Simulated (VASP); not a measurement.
# Ti (Im-3m) in VASP: single point with LDA

Aim: the single point of Ti with LDA.

Program: VASP 6.6.1. These are calculated values, not measurements. Logs are shortened: lines on timing, memory, paths and dates and some standing lists are left out, and cuts for length are marked.

**1. The cell of the first run**

It takes space group Im-3m (No. 229, cubic). Conventional cell: a = 3.165 Å, b = 3.165 Å, c = 3.165 Å, α = 90.00°, β = 90.00°, γ = 90.00°. Ti (site symmetry m-3m) has 14 Ti at 2.74 to 3.17 Å within 3.6 Å.

This isn't the form of Ti at room conditions, which is hcp.

**2. Single point, LDA**

The input, INCAR:

```
SYSTEM = Ti
  PREC = Accurate
  ENCUT = 520
  EDIFF = 1E-7
  ISMEAR = 0
  SIGMA = 0.15
  LREAL = .FALSE.
  LASPH = .TRUE.
  NELM = 60
  ALGO = Fast
  ISIF = 2
  LWAVE = .FALSE.
  LCHARG = .FALSE.
  GGA = CA
  NBANDS = 32
```

The input, KPOINTS:

```
Automatic mesh
0
G
  17 17 5
  0 0 0
```

The input, POSCAR:

```
Ti
1.0
   -1.5825035764      1.5825035764     -1.5825035764
   -1.5825035764     -1.5825035764      1.5825035764
    0.0000000000      6.3300143055      6.3300143055
Ti
4
Direct
    0.0000000000      0.0000000000      0.0000000000
    0.5000000000      0.5000000000      0.2500000000
    0.0000000000      0.0000000000      0.5000000000
    0.5000000000      0.5000000000      0.7500000000
```

Potentials or basis: VASP PAW LDA potentials, release 64 (Ti_sv).

Launch:

```sh
cat potpaw_LDA.64/Ti_sv/POTCAR > POTCAR
mpirun -np 1 vasp_std > vasp.out
```

OUTCAR:

```text
SYSTEM = Ti
   PREC = Accurate
   ENCUT = 520
   EDIFF = 1E-7
   ISMEAR = 0
   LREAL = .FALSE.
   LASPH = .TRUE.
   NELM = 60
   ISIF = 2
   GGA = CA

 ion  position               nearest neighbor table
   1  0.000  0.000  0.000-   2 2.74   4 2.74   2 2.74   4 2.74
   2  0.500  0.500  0.250-   1 2.74   3 2.74   1 2.74   3 2.74
   3  0.000  0.000  0.500-   2 2.74   4 2.74   2 2.74   4 2.74
   4  0.500  0.500  0.750-   1 2.74   3 2.74   1 2.74   3 2.74

  LATTYP: Found a base centered orthorhombic cell.
 ALAT       =     3.1650071528
 B/A-ratio  =     1.4142135624
 C/A-ratio  =     2.8284271247

  Lattice vectors:

 A1 = (  -1.5825035764,   1.5825035764,  -1.5825035764)
 A2 = (  -1.5825035764,  -1.5825035764,   1.5825035764)
 A3 = (   0.0000000000,   6.3300143055,   6.3300143055)

Analysis of symmetry for initial positions (statically):
=====================================================================
 Subroutine PRICEL returns following result:

  LATTYP: Found a body centered cubic cell.
 ALAT       =     3.1650071528

  Lattice vectors:

 A1 = (   1.5825035764,   1.5825035764,  -1.5825035764)
 A2 = (  -1.5825035764,  -1.5825035764,  -1.5825035764)
 A3 = (  -1.5825035764,   1.5825035764,   1.5825035764)

   4 primitive cells build up your supercell.

 Routine SETGRP: Setting up the symmetry group for a
 base centered orthorhombic supercell.

 Subroutine GETGRP returns: Found  8 space group operations
 (whereof  8 operations were pure point group operations)
 out of a pool of  8 trial point group operations.

The static configuration has the point symmetry D_2h.

Analysis of symmetry for dynamics (positions and initial velocities):
=====================================================================
 Subroutine PRICEL returns following result:

  LATTYP: Found a body centered cubic cell.
 ALAT       =     3.1650071528

  Lattice vectors:

 A1 = (   1.5825035764,   1.5825035764,  -1.5825035764)
 A2 = (  -1.5825035764,  -1.5825035764,  -1.5825035764)
 A3 = (  -1.5825035764,   1.5825035764,   1.5825035764)

   4 primitive cells build up your supercell.

 Routine SETGRP: Setting up the symmetry group for a
 base centered orthorhombic supercell.

 Subroutine GETGRP returns: Found  8 space group operations
 (whereof  8 operations were pure point group operations)
 out of a pool of  8 trial point group operations.

The dynamic configuration has the point symmetry D_2h.

 Subroutine INISYM returns: Found  8 space group operations
 (whereof  8 operations are pure point group operations),
 and found     4 'primitive' translations

----------------------------------------------------------------------------------------

                                     Primitive cell

  volume of cell :      15.8524

  direct lattice vectors                    reciprocal lattice vectors
     1.582503576  1.582503576 -1.582503576     0.000000000  0.315955052 -0.315955052
    -1.582503576 -1.582503576 -1.582503576    -0.315955052 -0.000000000 -0.315955052
    -1.582503576  1.582503576  1.582503576    -0.315955052  0.315955052  0.000000000

  length of vectors
     2.740976597  2.740976597  2.740976597     0.446827920  0.446827920  0.446827920

  position of ions in fractional coordinates (direct lattice)
     0.000000000  0.000000000  0.000000000

  ion indices of the primitive-cell ions
   primitive index   ion index
                 1           1

----------------------------------------------------------------------------------------

 KPOINTS: Automatic mesh

Automatic generation of k-mesh.
 Grid dimensions read from file:
 generate k-points for:   17   17    5

 Generating k-lattice:

  Cartesian coordinates                     Fractional coordinates (reciprocal lattice)
    -0.018585591  0.009292796 -0.009292796     0.058823529  0.000000000  0.000000000
    -0.018585591 -0.009292796  0.009292796     0.000000000  0.058823529  0.000000000
     0.000000000  0.015797753  0.015797753     0.000000000  0.000000000  0.200000000

  Length of vectors
     0.022762608  0.022762608  0.022341396

  Shift w.r.t. Gamma in fractional coordinates (k-lattice)
     0.000000000  0.000000000  0.000000000

 Subroutine IBZKPT returns following result:
 ===========================================

 Found    243 irreducible k-points:

 Following reciprocal coordinates:
            Coordinates               Weight
  0.000000  0.000000  0.000000      1.000000
  0.058824  0.000000  0.000000      4.000000
  0.117647  0.000000  0.000000      4.000000
  0.176471  0.000000  0.000000      4.000000
  0.235294  0.000000  0.000000      4.000000
  0.294118  0.000000  0.000000      4.000000
[... 16 lines left out ...]
 -0.176471  0.058824  0.000000      4.000000
 -0.117647  0.058824  0.000000      4.000000
 [... further k-points ...]
   k-points           NKPTS =    243   k-points in BZ     NKDIM =    243   number of bands    NBANDS=     32
   number of dos      NEDOS =    301   number of ions     NIONS =      4
   total plane-waves  NPLWV =  28000
   dimension x,y,z NGX =    20 NGY =   20 NGZ =   70
   dimension x,y,z NGXF=    40 NGYF=   40 NGZF=  140
   ions per type =               4
   NGX,Y,Z   is equivalent  to a cutoff of  12.13, 12.13, 13.00 a.u.
   NGXF,Y,Z  is equivalent  to a cutoff of  24.26, 24.26, 26.00 a.u.
 SYSTEM =  Ti
   PREC   = accura    normal or accurate (medium, high low for compatibility)
   ISTART =      0    job   : 0-new  1-cont  2-samecut
   ICHARG =      2    charge: 1-file 2-atom 10-const
   ISPIN  =      1    spin polarized calculation?
   LNONCOLLINEAR =      F non collinear calculations
   LSORBIT =      F    spin-orbit coupling
   LASPH  =      T    aspherical Exc in radial PAW
   ENCUT  =  520.0 eV  38.22 Ry    6.18 a.u.   5.10  5.10 16.64*2*pi/ulx,y,z
   NELM   =     60;   NELMIN=  2; NELMDL= -5     # of ELM steps
   EDIFF  = 0.1E-06   stopping-criterion for ELM
   LREAL  =      F    real-space projection
   EDIFFG = 0.1E-05   stopping-criterion for IOM
   NSW    =      0    number of steps for IOM
   IBRION =     -1    ionic relax: 0-MD 1-quasi-New 2-CG
   NFREE  =      0    steps in history (QN), initial steepest desc. (CG)
   ISIF   =      2    stress and relaxation
   ISYM   =      2    0-nonsym 1-usesym 2-fastsym
   POTIM  = 0.5000    time-step for ionic-motion
   TEBEG  =    0.0;   TEEND  =   0.0 temperature during run
   PSTRESS=    0.0 pullay stress
   NELECT =      48.0000    total number of electrons
   NUPDOWN=      -1.0000    fix difference up-down
   EMIN   =  10.00;   EMAX   =-10.00  energy-range for DOS
   EFERMI =   0.00;   METHOD = LEGACY
   ISMEAR =     0;   SIGMA  =   0.15  broadening in eV -4-tet -1-fermi 0-gaus
   EFERMI_NEDOS =   21; number of points for ismear=-14 and -15
   IALGO  =     68    algorithm
   IMIX   =      4    mixing-type and parameters
     AMIX     =   0.40;   BMIX     =  1.00
     AMIX_MAG =   1.60;   BMIX_MAG =  1.00
  volume/ion in A,a.u.               =      15.85       106.98
  Fermi-wavevector in a.u.,A,eV,Ry     =   1.492006  2.819482 30.287680  2.226082
  Thomas-Fermi vector in A             =   2.604589
   LORBIT       =      0    0 simple, 1 ext, 2 COOP (PROOUT), +10 PAW based schemes
   GGA     = CA    functional components
   LHFCALC =     F    Hartree Fock is set to
   AEXX    =    0.0000 exact exchange contribution
   IVDW    =     0    specifies the selected vdW correction
   LEPSILON=     F    determine dielectric tensor
   LRPA    =     F    only Hartree local field effects (RPA)
 non-spin polarized calculation
 RMM-DIIS sequential band-by-band and
 Gauss-broadening in eV      SIGMA  =   0.15
  energy-cutoff  :      520.00
  volume of cell :       63.41
 maximum number of plane-waves:      1730
   NGX = 11   NGY = 11   NGZ = 33

 number of electron      48.0000013 magnetization

 Free energy of the ion-electron system (eV)
  ---------------------------------------------------
  ext. energy  EPLUGINS =         0.00000000
  ---------------------------------------------------
  free energy    TOTEN  =       -33.89094474 eV

  energy without entropy =      -33.80104415  energy(sigma->0) =      -33.84599445

 E-fermi :   8.8255     XC(G=0): -12.2233

 val. band max:        8.8245655827   @ k =  -0.4706   0.4706   0.4000
 cond. band min:       8.8256142602   @ k =   0.2353   0.0000   0.0000
 fundamental gap:      0.0010486775
 Fermi energy:         8.8254658527

 k-point     1 :       0.0000    0.0000    0.0000
  band No.  band energies     occupation
      1     -46.8418      2.00000
      2     -46.7426      2.00000
      3     -46.7426      2.00000
      4     -46.6415      2.00000
      5     -23.8672      2.00000
      6     -23.4146      2.00000
[... 24 lines left out ...]
     31      11.4619      0.00000
     32      11.5129      0.00000

 k-point     2 :       0.0588    0.0000    0.0000
  band No.  band energies     occupation
      1     -46.8368      2.00000
      2     -46.7392      2.00000
      3     -46.7392      2.00000
      4     -46.6398      2.00000
      5     -23.8567      2.00000
      6     -23.4234      2.00000
[... 24 lines left out ...]
     31      11.4319      0.00000
     32      11.5717      0.00000

 k-point     3 :       0.1176    0.0000    0.0000
  band No.  band energies     occupation
      1     -46.8223      2.00000
      2     -46.7295      2.00000
      3     -46.7295      2.00000
      4     -46.6352      2.00000
      5     -23.8258      2.00000
      6     -23.4516      2.00000
[... 24 lines left out ...]
     31      11.3308      0.00000
     32      11.6374      0.00000

 k-point     4 :       0.1765    0.0000    0.0000
  band No.  band energies     occupation
      1     -46.7997      2.00000
      2     -46.7148      2.00000
      3     -46.7148      2.00000
      4     -46.6287      2.00000
      5     -23.7761      2.00000
      6     -23.5027      2.00000
[... 24 lines left out ...]
     31      11.3148      0.00000
     32      11.4620      0.00000

 k-point     5 :       0.2353    0.0000    0.0000
  band No.  band energies     occupation
      1     -46.7711      2.00000
      2     -46.6970      2.00000
      3     -46.6970      2.00000
      4     -46.6222      2.00000
      5     -23.7106      2.00000
      6     -23.5775      2.00000
[... 584 lines left out ...]
     31      11.6064      0.00000
     32      11.6698      0.00000

 k-point    22 :      -0.2353    0.0588    0.0000
  band No.  band energies     occupation
      1     -46.7781      2.00000
      2     -46.6971      2.00000
      3     -46.6971      2.00000
      4     -46.6150      2.00000
      5     -23.7421      2.00000
      6     -23.5312      2.00000
[... 24 lines left out ...]
     31      11.0413      0.00000
     32      11.6358      0.00000

 k-point    23 :      -0.1765    0.0588    0.0000
  band No.  band energies     occupation
      1     -46.8042      2.00000
      2     -46.7144      2.00000
      3     -46.7144      2.00000
      4     -46.6232      2.00000
      5     -23.7981      2.00000
      6     -23.4598      2.00000
[... 24 lines left out ...]
     31      10.9176      0.00000
     32      11.4850      0.00000

 k-point    24 :      -0.1176    0.0588    0.0000
  band No.  band energies     occupation
      1     -46.8239      2.00000
      2     -46.7283      2.00000
      3     -46.7283      2.00000
      4     -46.6310      2.00000
      5     -23.8373      2.00000
      6     -23.4215      2.00000
[... 24 lines left out ...]
     31      11.0084      0.00000
     32      11.5156      0.00000

 [... further k-points ...]
[... 5 lines left out ...]
  --------------------------------------------------------------------------------------
  -------------------------------------------------------------------------------------
  Total       -0.1014896     -0.0825695     -0.0825695      0.0000000      0.0004906      0.0000000
  in kB       -2.5643549     -2.0862975     -2.0862975      0.0000000      0.0123950      0.0000000
  external PRESSURE =      -2.2456499 kB  Pullay stress =       0.0000000 kB

 VOLUME and BASIS-vectors are now :
 -----------------------------------------------------------------------------
  energy-cutoff  :      520.00
  volume of cell :       63.41
      direct lattice vectors                 reciprocal lattice vectors
    -1.582503576  1.582503576 -1.582503576    -0.315955052  0.157977526 -0.157977526
    -1.582503576 -1.582503576  1.582503576    -0.315955052 -0.157977526  0.157977526
     0.000000000  6.330014305  6.330014305     0.000000000  0.078988763  0.078988763

 POSITION                                       TOTAL-FORCE (eV/Angst)
 -----------------------------------------------------------------------------------
      0.00000      0.00000      0.00000         0.000000      0.000000      0.000000
     -1.58250      1.58250      1.58250        -0.000000      0.000000      0.000000
      0.00000      3.16501      3.16501        -0.000000     -0.000000     -0.000000
     -1.58250      4.74751      4.74751         0.000000     -0.000000     -0.000000
 -----------------------------------------------------------------------------------
    total drift:                                0.000000      0.000000      0.000000

  FREE ENERGIE OF THE ION-ELECTRON SYSTEM (eV)
  ---------------------------------------------------
  free  energy   TOTEN  =       -33.8909447442 eV

  energy  without entropy=      -33.8010441462  energy(sigma->0) =      -33.84599445
```

Run time: 54 min. Hardware: 1 thread of Intel Xeon 8259CL, shared host; peak memory 0.42 GiB.

Results:

```
Free energy            : -33.8909 eV
Pressure               : -0.2 GPa
Band gap on the k mesh : zero (bands 24 and 25 overlap by 1.31 eV)
```
